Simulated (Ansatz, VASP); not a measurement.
**One calculation of PbO2, two programs**

Contents of INCAR:

```
ALGO     = Normal         # electronic algorithm
EDIFF    = 1E-7           # SCF threshold, eV
ENCUT    = 520            # plane-wave cutoff, eV
GGA      = CA             # functional
ISIF     = 2              # what is computed and relaxed
ISMEAR   = -1             # smearing method
LASPH    = T              # aspherical terms in the spheres
LCHARG   = T              # write CHGCAR
LELF     = T              # ELF
LREAL    = F              # projectors in reciprocal space
LVHAR    = T            
LWAVE    = F              # write WAVECAR
NBANDS   = 20             # bands
NELM     = 60             # most SCF steps
PREC     = Accurate       # precision mode
SIGMA    = 0.05           # smearing width, eV
```

File KPOINTS:

```
k-points
0
Gamma
  9 9 9
```

Contents of POSCAR:

```
PbO2
1.0
    0.0000000000      2.7549856893      2.7549856893
    2.7549856893      0.0000000000      2.7549856893
    2.7549856893      2.7549856893      0.0000000000
Pb O
1 2
Direct
    0.0000000000      0.0000000000      0.0000000000
    0.7500000000      0.7500000000      0.7500000000
    0.2500000000      0.2500000000      0.2500000000
```

File input.yaml:

```yaml
crystal:
  lattice:
    - [0.0, 2.7549856893, 2.7549856893]
    - [2.7549856893, 0.0, 2.7549856893]
    - [2.7549856893, 2.7549856893, 0.0]
  atoms:
    - { symbol: Pb, position: [0.0, 0.0, 0.0] }
    - { symbol: O, position: [0.75, 0.75, 0.75] }
    - { symbol: O, position: [0.25, 0.25, 0.25] }
hamiltonian:
  xc: lda
  pseudopotentials: { kind: paw }
kpoints:
  mp_grid: { grid: [9, 9, 9] }
scf:
  occupations: { method: fermi_dirac, width: 0.05 }
output:
  forces: true
  stress: true
  eigenvalues: true
```

Alike in both runs: task single point; functional LDA; k mesh 9 × 9 × 9; occupations fermi-dirac, width 0.05 eV; no spin polarisation.

|  | VASP | Ansatz |
| --- | --- | --- |
| version | VASP 6.6.1 | Ansatz 0.2.0 |
| potentials or method | VASP PAW LDA potentials, release 64 (Pb_d, O) | Ansatz PAW |
| plane-wave cutoff (eV) | 520 | 420 |
| valence electrons in the cell | 26 | 26 |

VASP gave:

* gap on the k mesh at the Fermi level (eV): none
* pressure (GPa): -15.7

Problem. Which values does Ansatz return?

Solution. gap on the k mesh at the Fermi level (eV): none; pressure (GPa): -15.9.

LDA's correlation is that of Perdew and Zunger in VASP and of Perdew and Wang (1992) in Ansatz. A gap of «none» marks a metal or a gap that the smearing closes.

Spin-orbit coupling is off throughout.
